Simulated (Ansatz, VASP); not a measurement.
# Cd4InO in VASP and in Ansatz

```xyz
6
Lattice="3.1312 0.0000 0.0000 0.0000 3.1312 0.0000 0.0000 0.0000 13.0114" Properties=species:S:1:pos:R:3 pbc="T T T"
Cd    1.5656    1.5656    4.1896
Cd    1.5656    1.5656   11.6087
Cd    1.5656    1.5656    1.4028
Cd    1.5656    1.5656    8.8218
In    0.0000    0.0000    6.5057
O     0.0000    0.0000    0.0000
```

Change from the starting cell: species swapped into the MnFeSi4 type (P4/mmm, No. 123).

Alike in both runs: functional PBE; k mesh 6 × 6 × 2; occupations gaussian, width 0.1 eV; no spin polarisation.

Ansatz relaxed the structure, and its values are those at the end. VASP's run is a single point on that final structure, the one shown.

|  | VASP | Ansatz |
| --- | --- | --- |
| version | VASP 6.6.1 | Ansatz 0.2.0 |
| potentials or method | VASP PAW PBE potentials, release 64 (Cd, In_d, O), cutoff 520 eV | scalar-relativistic, plane waves, PAW |
| valence electrons in the cell | 67 | 99 |

```csv
,VASP,Ansatz,Ansatz less VASP
gap on the k mesh at the Fermi level (eV),none,none,-
pressure (GPa),0.4,0.1,-0.30
rms of the force components (eV/Å),0.015,0.006,-0.0090
```

A gap of «none» marks a metal or a gap that the smearing closes. VASP's potentials hold 67 valence electrons a cell and Ansatz's 99, so a difference there can come from the potentials and not from the codes.
